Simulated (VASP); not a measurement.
A run of VASP 6.6.1 is set up as follows.

File INCAR:

```
PREC = Accurate
ENCUT = 600
EDIFF = 1E-6
ISMEAR = 0
SIGMA = 0.1
LREAL = False
LASPH = True
NELM = 60
ALGO = Normal
ISIF = 4
LWAVE = False
LCHARG = False
GGA = PE
IVDW = 12
IBRION = 2
NSW = 50
EDIFFG = -0.01
```

KPOINTS

```
regular mesh
0
Gamma
  15 15 15
```

Contents of POSCAR:

```
MoS2
1.0
    1.5397148631      0.8889547907      5.7981613367
   -1.5397148631      0.8889547907      5.7981613367
    0.0000000000     -1.7779095814      5.7981613367
Mo S
1 2
Direct
    0.0000000000      0.0000000000      0.0000000000
    0.7581780489      0.7581780489      0.7581780489
    0.2418219511      0.2418219511      0.2418219511
```

Potentials or basis: VASP PAW PBE potentials, release 64 (Mo_sv, S).

Launch:

```sh
$ cat potpaw_PBE.64/Mo_sv/POTCAR potpaw_PBE.64/S/POTCAR > POTCAR
$ mpirun -np 1 vasp_std > vasp.out
```

**Question.** Predict the dispersion energy per atom.

**Answer.** -0.480 eV.

**Question.** Predict the band gap on the k mesh.

**Answer.** Zero (band 13 reaches 9.48 eV, above the bottom of band 14 at 9.01 eV).

Forces in eV/Å, atoms in the order of the input:
```
Mo   0.000  0.000  0.000
S    0.000  0.000  0.006
S    0.000  0.000 -0.006
```
